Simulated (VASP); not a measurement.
# SiC (P6_3mc) in VASP: further runs

Aim: see how the results for SiC move with the level of theory and the settings. Levels: revPBE+D4, PBE+D4, b88 exchange, pbe correlation. Tasks: single point.

Program: VASP 6.6.1. These are calculated values, not measurements. Logs are shortened: lines on timing, memory, paths and dates and some standing lists are left out, and cuts for length are marked.

### 1 The cell of the first run

The structure is hexagonal, space group P6_3mc (No. 186). The conventional cell has a = 3.074 Å, b = 3.074 Å, c = 15.068 Å, α = 90.00°, β = 90.00°, γ = 120.00°. Within 2.5 Å of Si (site symmetry 3m) lie 4 C at 1.88 Å. Si (site symmetry 3m) has 4 C at 1.88 Å within 2.5 Å. Si (site symmetry 3m) has 4 C at 1.88 Å within 2.5 Å. C (site symmetry 3m) has 4 Si at 1.88 Å within 2.5 Å. C (site symmetry 3m) has 4 Si at 1.88 Å within 2.5 Å. Within 2.5 Å of C (site symmetry 3m) lie 4 Si at 1.88 Å.

### 2 Single point, revPBE+D4

INCAR

```
  ALGO = Normal
  EDIFF = 1E-7
  ENCUT = 520
  GGA = RE
  ISIF = 2
  ISMEAR = -1
  IVDW = 13
  LASPH = T
  LCHARG = F
  LREAL = F
  LWAVE = F
  NBANDS = 36
  NELM = 80
  PREC = Accurate
  SIGMA = 0.05
```

KPOINTS

```
k-points
0
Gamma
  10 10 2
```

POSCAR

```
SiC
1.0
    3.0742275620      0.0000000000      0.0000000000
   -1.5371137810      2.6623591657      0.0000000000
    0.0000000000      0.0000000000     15.0681848517
Si C
6 6
Direct
    0.6666666667      0.3333333333      0.4583000000
    0.3333333333      0.6666666667      0.9583000000
    0.6666666667      0.3333333333      0.7917000000
    0.3333333333      0.6666666667      0.2917000000
    0.0000000000      0.0000000000      0.6250000000
    0.0000000000      0.0000000000      0.1250000000
    0.6666666667      0.3333333333      0.3333000000
    0.3333333333      0.6666666667      0.8333000000
    0.6666666667      0.3333333333      0.6667000000
    0.3333333333      0.6666666667      0.1667000000
    0.0000000000      0.0000000000      0.5000000000
    0.0000000000      0.0000000000      0.0000000000
```

Potentials or basis: VASP PAW PBE potentials, release 64 (Si, C).

On the command line:

```
$ cat potpaw_PBE.64/Si/POTCAR potpaw_PBE.64/C/POTCAR > POTCAR
$ mpirun -np 1 vasp_std > vasp.out
```

OUTCAR:

```text
EDIFF = 1E-7
   ENCUT = 520
   GGA = RE
   ISIF = 2
   ISMEAR = -1
   IVDW = 13
   LASPH = T
   LREAL = F
   NELM = 80
   PREC = Accurate

 ion  position               nearest neighbor table
   1  0.667  0.333  0.458-  11 1.88  11 1.88  11 1.88   7 1.88   4 3.07   4 3.07   4 3.07   5 3.08
                             5 3.08   5 3.08
   2  0.333  0.667  0.958-  12 1.88  12 1.88  12 1.88   8 1.88   3 3.07   3 3.07   3 3.07   6 3.08
                             6 3.08   6 3.08
   3  0.667  0.333  0.792-   8 1.88   8 1.88   8 1.88   9 1.88   2 3.07   2 3.07   2 3.07   5 3.08
                             5 3.08   5 3.08
   4  0.333  0.667  0.292-   7 1.88   7 1.88   7 1.88  10 1.88   1 3.07   1 3.07   1 3.07   6 3.08
                             6 3.08   6 3.08
   5  0.000  0.000  0.625-   9 1.88   9 1.88   9 1.88  11 1.88   3 3.08   1 3.08   3 3.08   1 3.08
                             1 3.08   3 3.08
   6  0.000  0.000  0.125-  10 1.88  10 1.88  10 1.88  12 1.88   4 3.08   2 3.08   2 3.08   4 3.08
                             4 3.08   2 3.08
   7  0.667  0.333  0.333-   4 1.88   4 1.88   4 1.88   1 1.88
   8  0.333  0.667  0.833-   3 1.88   3 1.88   3 1.88   2 1.88
   9  0.667  0.333  0.667-   5 1.88   5 1.88   5 1.88   3 1.88
  10  0.333  0.667  0.167-   6 1.88   6 1.88   6 1.88   4 1.88
  11  0.000  0.000  0.500-   1 1.88   1 1.88   1 1.88   5 1.88
  12  0.000  0.000  0.000-   2 1.88   2 1.88   2 1.88   6 1.88

  LATTYP: Found a hexagonal cell.
 ALAT       =     3.0742275620
 C/A-ratio  =     4.9014539580

  Lattice vectors:

 A1 = (   3.0742275620,   0.0000000000,   0.0000000000)
 A2 = (  -1.5371137810,   2.6623591657,   0.0000000000)
 A3 = (   0.0000000000,   0.0000000000,  15.0681848517)

Analysis of symmetry for initial positions (statically):
=====================================================================
 Subroutine PRICEL returns:
 Original cell was already a primitive cell.

 Routine SETGRP: Setting up the symmetry group for a
 hexagonal supercell.

 Subroutine GETGRP returns: Found 12 space group operations
 (whereof  6 operations were pure point group operations)
 out of a pool of 24 trial point group operations.

The static configuration has the point symmetry C_3v.
 The point group associated with its full space group is C_6v.

Analysis of symmetry for dynamics (positions and initial velocities):
=====================================================================
 Subroutine PRICEL returns:
 Original cell was already a primitive cell.

 Routine SETGRP: Setting up the symmetry group for a
 hexagonal supercell.

 Subroutine GETGRP returns: Found 12 space group operations
 (whereof  6 operations were pure point group operations)
 out of a pool of 24 trial point group operations.

The dynamic configuration has the point symmetry C_3v.
 The point group associated with its full space group is C_6v.

 Subroutine INISYM returns: Found 12 space group operations
 (whereof  6 operations are pure point group operations),
 and found     1 'primitive' translations

----------------------------------------------------------------------------------------

                                     Primitive cell

  volume of cell :     123.3285

  direct lattice vectors                    reciprocal lattice vectors
     3.074227562  0.000000000  0.000000000     0.325284963  0.187803361  0.000000000
    -1.537113781  2.662359166  0.000000000     0.000000000  0.375606722  0.000000000
     0.000000000  0.000000000 15.068184852     0.000000000  0.000000000  0.066364994

  length of vectors
     3.074227562  3.074227562 15.068184852     0.375606722  0.375606722  0.066364994

  position of ions in fractional coordinates (direct lattice)
     0.666666667  0.333333333  0.458300000
     0.333333333  0.666666667  0.958300000
     0.666666667  0.333333333  0.791700000
     0.333333333  0.666666667  0.291700000
     0.000000000  0.000000000  0.625000000
     0.000000000  0.000000000  0.125000000
     0.666666667  0.333333333  0.333300000
     0.333333333  0.666666667  0.833300000
     0.666666667  0.333333333  0.666700000
     0.333333333  0.666666667  0.166700000
     0.000000000  0.000000000  0.500000000
     0.000000000  0.000000000  0.000000000

  ion indices of the primitive-cell ions
   primitive index   ion index
                 1           1
                 2           2
                 3           3
                 4           4
                 5           5
                 6           6
                 7           7
                 8           8
                 9           9
                10          10
                11          11
                12          12

----------------------------------------------------------------------------------------

 KPOINTS: k-points

Automatic generation of k-mesh.
 Grid dimensions read from file:
 generate k-points for:   10   10    2

 Generating k-lattice:

  Cartesian coordinates                     Fractional coordinates (reciprocal lattice)
     0.032528496  0.018780336  0.000000000     0.100000000  0.000000000  0.000000000
     0.000000000  0.037560672  0.000000000     0.000000000  0.100000000  0.000000000
     0.000000000  0.000000000  0.033182497     0.000000000  0.000000000  0.500000000

  Length of vectors
     0.037560672  0.037560672  0.033182497

  Shift w.r.t. Gamma in fractional coordinates (k-lattice)
     0.000000000  0.000000000  0.000000000

 Subroutine IBZKPT returns following result:
 ===========================================

 Found     28 irreducible k-points:

 Following reciprocal coordinates:
            Coordinates               Weight
  0.000000  0.000000  0.000000      1.000000
  0.100000  0.000000  0.000000      6.000000
  0.200000  0.000000  0.000000      6.000000
  0.300000  0.000000  0.000000      6.000000
  0.400000 -0.000000  0.000000      6.000000
  0.500000  0.000000  0.000000      3.000000
[... 16 lines left out ...]
  0.300000  0.100000  0.500000     12.000000
  0.400000  0.100000  0.500000     12.000000
 [... further k-points ...]
   k-points           NKPTS =     28   k-points in BZ     NKDIM =     28   number of bands    NBANDS=     36
   number of dos      NEDOS =    301   number of ions     NIONS =     12
   total plane-waves  NPLWV =  64512
   dimension x,y,z NGX =    24 NGY =   24 NGZ =  112
   dimension x,y,z NGXF=    48 NGYF=   48 NGZF=  224
   ions per type =               6   6
   NGX,Y,Z   is equivalent  to a cutoff of  12.98, 12.98, 12.36 a.u.
   NGXF,Y,Z  is equivalent  to a cutoff of  25.96, 25.96, 24.71 a.u.
 SYSTEM =  unknown system
   PREC   = accura    normal or accurate (medium, high low for compatibility)
   ISTART =      0    job   : 0-new  1-cont  2-samecut
   ICHARG =      2    charge: 1-file 2-atom 10-const
   ISPIN  =      1    spin polarized calculation?
   LNONCOLLINEAR =      F non collinear calculations
   LSORBIT =      F    spin-orbit coupling
   LASPH  =      T    aspherical Exc in radial PAW
   ENCUT  =  520.0 eV  38.22 Ry    6.18 a.u.   5.72  5.72 28.02*2*pi/ulx,y,z
   NELM   =     80;   NELMIN=  2; NELMDL= -5     # of ELM steps
   EDIFF  = 0.1E-06   stopping-criterion for ELM
   LREAL  =      F    real-space projection
   EDIFFG = 0.1E-05   stopping-criterion for IOM
   NSW    =      0    number of steps for IOM
   IBRION =     -1    ionic relax: 0-MD 1-quasi-New 2-CG
   NFREE  =      0    steps in history (QN), initial steepest desc. (CG)
   ISIF   =      2    stress and relaxation
   ISYM   =      2    0-nonsym 1-usesym 2-fastsym
   POTIM  = 0.5000    time-step for ionic-motion
   TEBEG  =    0.0;   TEEND  =   0.0 temperature during run
   PSTRESS=    0.0 pullay stress
   NELECT =      48.0000    total number of electrons
   NUPDOWN=      -1.0000    fix difference up-down
   EMIN   =  10.00;   EMAX   =-10.00  energy-range for DOS
   EFERMI =   0.00;   METHOD = LEGACY
   ISMEAR =    -1;   SIGMA  =   0.05  broadening in eV -4-tet -1-fermi 0-gaus
   EFERMI_NEDOS =   21; number of points for ismear=-14 and -15
   IALGO  =     38    algorithm
   IMIX   =      4    mixing-type and parameters
     AMIX     =   0.40;   BMIX     =  1.00
     AMIX_MAG =   1.60;   BMIX_MAG =  1.00
  volume/ion in A,a.u.               =      10.28        69.36
  Fermi-wavevector in a.u.,A,eV,Ry     =   1.195274  2.258740 19.438362  1.428679
  Thomas-Fermi vector in A             =   2.331243
   LORBIT       =      0    0 simple, 1 ext, 2 COOP (PROOUT), +10 PAW based schemes
   GGA     = RE    functional components
   LHFCALC =     F    Hartree Fock is set to
   AEXX    =    0.0000 exact exchange contribution
   IVDW    =    13    specifies the selected vdW correction
   LEPSILON=     F    determine dielectric tensor
   LRPA    =     F    only Hartree local field effects (RPA)
 non-spin polarized calculation
  energy-cutoff  :      520.00
  volume of cell :      123.33
 maximum number of plane-waves:      3340
 NGX is ok and might be reduce to    24
   NGX = 11   NGY = 11   NGZ = 57

 number of electron      47.9999999 magnetization

 Free energy of the ion-electron system (eV)
  ---------------------------------------------------
  ext. energy  EPLUGINS =         0.00000000
  ---------------------------------------------------
  free energy    TOTEN  =       -86.63301225 eV

  energy without entropy =      -86.63301225  energy(sigma->0) =      -86.63301225

 E-fermi :   9.3152     XC(G=0): -11.3374

 val. band max:        8.2985711823   @ k =   0.0000   0.0000   0.0000
 cond. band min:      10.3208473535   @ k =   0.5000   0.0000   0.0000
 fundamental gap:      2.0222761713
 Fermi energy:         9.3151669970

 k-point     1 :       0.0000    0.0000    0.0000
  band No.  band energies     occupation
      1      -7.2291      2.00000
      2      -6.7098      2.00000
      3      -6.6630      2.00000
      4      -5.1675      2.00000
      5      -5.1340      2.00000
      6      -3.6416      2.00000
[... 28 lines left out ...]
     35      15.7651      0.00000
     36      15.7970      0.00000

 k-point     2 :       0.1000    0.0000    0.0000
  band No.  band energies     occupation
      1      -7.0550      2.00000
      2      -6.5383      2.00000
      3      -6.4909      2.00000
      4      -5.0049      2.00000
      5      -4.9708      2.00000
      6      -3.4961      2.00000
[... 28 lines left out ...]
     35      15.7842      0.00000
     36      15.7876      0.00000

 k-point     3 :       0.2000    0.0000    0.0000
  band No.  band energies     occupation
      1      -6.5390      2.00000
      2      -6.0314      2.00000
      3      -5.9819      2.00000
      4      -4.5290      2.00000
      5      -4.4932      2.00000
      6      -3.0807      2.00000
[... 28 lines left out ...]
     35      16.2530      0.00000
     36      16.5803      0.00000
[... 742 lines left out ...]
 k-point    23 :       0.3000    0.1000    0.5000
  band No.  band energies     occupation
      1      -4.9461      2.00000
      2      -4.9461      2.00000
      3      -3.9951      2.00000
      4      -3.9951      2.00000
      5      -2.5280      2.00000
      6      -2.5280      2.00000
[... 28 lines left out ...]
     35      16.0529      0.00000
     36      16.0529      0.00000

 k-point    24 :       0.4000    0.1000    0.5000
  band No.  band energies     occupation
      1      -3.8765      2.00000
      2      -3.8765      2.00000
      3      -3.1801      2.00000
      4      -3.1801      2.00000
      5      -2.3344      2.00000
      6      -2.3344      2.00000
[... 28 lines left out ...]
     35      15.8969      0.00000
     36      15.8969      0.00000

 [... further k-points ...]

------------------------ aborting loop because EDIFF is reached ----------------------------------------

  DFT-D4 for vdW energy calculation

  Edisp (eV):   -7.80661

  FORCE on cell =-STRESS in cart. coord.  units (eV):
  Direction    XX          YY          ZZ          XY          YZ          ZX
  --------------------------------------------------------------------------------------
  -------------------------------------------------------------------------------------
  Total      -2.02972    -2.02972    -1.36297     0.00000    -0.00000     0.00000
  in kB     -26.36831   -26.36831   -17.70651     0.00000    -0.00000     0.00000
  external pressure =      -23.48 kB  Pullay stress =        0.00 kB

 VOLUME and BASIS-vectors are now :
 -----------------------------------------------------------------------------
  energy-cutoff  :      520.00
  volume of cell :      123.33
      direct lattice vectors                 reciprocal lattice vectors
     3.074227562  0.000000000  0.000000000     0.325284963  0.187803361  0.000000000
    -1.537113781  2.662359166  0.000000000     0.000000000  0.375606722  0.000000000
     0.000000000  0.000000000 15.068184852     0.000000000  0.000000000  0.066364994

 POSITION                                       TOTAL-FORCE (eV/Angst)
 -----------------------------------------------------------------------------------
      1.53711      0.88745      6.90575         0.000000     -0.000000      0.054882
     -0.00000      1.77491     14.43984        -0.000000      0.000000      0.054882
      1.53711      0.88745     11.92948         0.000000      0.000000      0.033538
     -0.00000      1.77491      4.39539        -0.000000     -0.000000      0.033538
      0.00000      0.00000      9.41762        -0.000000      0.000000      0.044258
      0.00000      0.00000      1.88352         0.000000     -0.000000      0.044258
      1.53711      0.88745      5.02223        -0.000000     -0.000000     -0.021944
     -0.00000      1.77491     12.55632         0.000000     -0.000000     -0.021944
      1.53711      0.88745     10.04596        -0.000000      0.000000      0.038740
     -0.00000      1.77491      2.51187         0.000000     -0.000000      0.038740
      0.00000      0.00000      7.53409         0.000000     -0.000000     -0.149474
      0.00000      0.00000      0.00000        -0.000000      0.000000     -0.149474
 -----------------------------------------------------------------------------------
    total drift:                               -0.000000     -0.000000      0.000045

  FREE ENERGIE OF THE ION-ELECTRON SYSTEM (eV)
  ---------------------------------------------------
  free  energy   TOTEN  =       -94.4396224453 eV

  energy  without entropy=      -94.4396224451  energy(sigma->0) =      -94.43962245
```

Wall time 1.9 min (1 thread of AMD EPYC 9R45 (Zen 5), shared host); peak memory 0.25 GiB.

Results:

```
Free energy                : -94.4396 eV
Pressure                   : -2.3 GPa
Largest force              : 0.149 eV/Å
Band gap on the k mesh     : 2.02 eV (least direct gap 3.12 eV)
Dispersion energy per atom : -0.651 eV
```

Forces in eV/Å, atoms in the order of the input:
```
Si   0.000  0.000  0.055
Si   0.000  0.000  0.055
Si   0.000  0.000  0.034
Si   0.000  0.000  0.034
Si   0.000  0.000  0.044
Si   0.000  0.000  0.044
C    0.000  0.000 -0.022
C    0.000  0.000 -0.022
C    0.000  0.000  0.039
C    0.000  0.000  0.039
C    0.000  0.000 -0.149
C    0.000  0.000 -0.149
```

Levels at points of the mesh, in eV from the valence-band top:
```csv
k point,band 20,band 21,band 22,band 23,band 24,band 25,band 26,band 27,band 28,band 29
"(0.00, 0.00, 0.00)",-0.30,-0.30,-0.05,0.00,0.00,5.25,5.42,5.83,6.34,6.40
"(0.50, 0.00, 0.00)",-2.26,-1.82,-1.78,-1.67,-1.09,2.02,2.22,3.24,3.92,4.64
"(0.00, 0.00, 0.50)",-0.64,-0.10,-0.10,-0.10,-0.10,5.31,5.31,6.06,6.06,6.74
"(0.50, 0.00, 0.50)",-2.36,-1.72,-1.72,-1.30,-1.30,2.07,2.07,3.46,3.46,4.88
```

Caveat: the PAW data sets were made with another functional, which shifts forces and pressure a little. A hybrid or GW would open this gap; revPBE tends to underestimate it.

(Part 1 of 2 ends here.)
